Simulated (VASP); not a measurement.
Input of a VASP 6.6.1 run:

File POSCAR:

```
FePt
1.0
    2.7235000000      0.0000000000      0.0000000000
    0.0000000000      2.7235000000      0.0000000000
    0.0000000000      0.0000000000      3.7200000000
Pt Fe
1 1
Direct
    0.5000000000      0.5000000000      0.5000000000
    0.0000000000      0.0000000000      0.0000000000
```

Contents of INCAR.step1:

```
GGA = CA
ISPIN = 2
MAGMOM = 0 3
LORBIT = 11
LDAU = True
LDAUTYPE = 2
LDAUL = 2 2
LDAUU = 5 5
LDAUJ = 0 0
ISMEAR = 1
SIGMA = 0.1
LWAVE = False
LCHARG = True
NBANDS = 31
PREC = Accurate
LASPH = True
LREAL = False
ALGO = Normal
EDIFF = 1E-6
NELM = 200
GGA_COMPAT = False
ENCUT = 540
LMAXMIX = 4
KPAR = 4
```

KPOINTS.step1

```
k-points
0
Gamma
  11 11 8
```

File INCAR.step2:

```
GGA = CA
ISPIN = 2
MAGMOM = 0 3
LORBIT = 11
LDAU = True
LDAUTYPE = 2
LDAUL = 2 2
LDAUU = 5 5
LDAUJ = 0 0
ISMEAR = -5
LWAVE = False
LCHARG = False
NBANDS = 31
PREC = Accurate
LASPH = True
LREAL = False
ALGO = Normal
EDIFF = 1E-6
NELM = 200
GGA_COMPAT = False
ENCUT = 540
LMAXMIX = 4
NEDOS = 4001
EMIN = -8.6736
EMAX = 16.3264
ICHARG = 11
KPAR = 4
```

The input KPOINTS.step2:

```
Automatic mesh
0
Gamma
  29 29 22
  0 0 0
```

Potentials or basis: VASP PAW LDA potentials, release 64 (Pt, Fe).

Launch:

```bash
$ cat potpaw_LDA.64/Pt/POTCAR potpaw_LDA.64/Fe/POTCAR > POTCAR
$ cp INCAR.step1 INCAR
$ cp KPOINTS.step1 KPOINTS
$ mpirun -np 4 vasp_std > vasp.out
$ cp INCAR.step2 INCAR
$ cp KPOINTS.step2 KPOINTS
$ mpirun -np 4 vasp_std > vasp.out
```

Estimate the site moments.

Pt +0.21; Fe +3.48 μB.

Predict the density of states at the Fermi level.

0.47 states/eV/atom.

Caveat: spin-orbit coupling is left out, which moves the levels of the heavy elements; the U is typed as a test and isn't derived for this compound. The state reached can hang on the start; a lower one may exist.
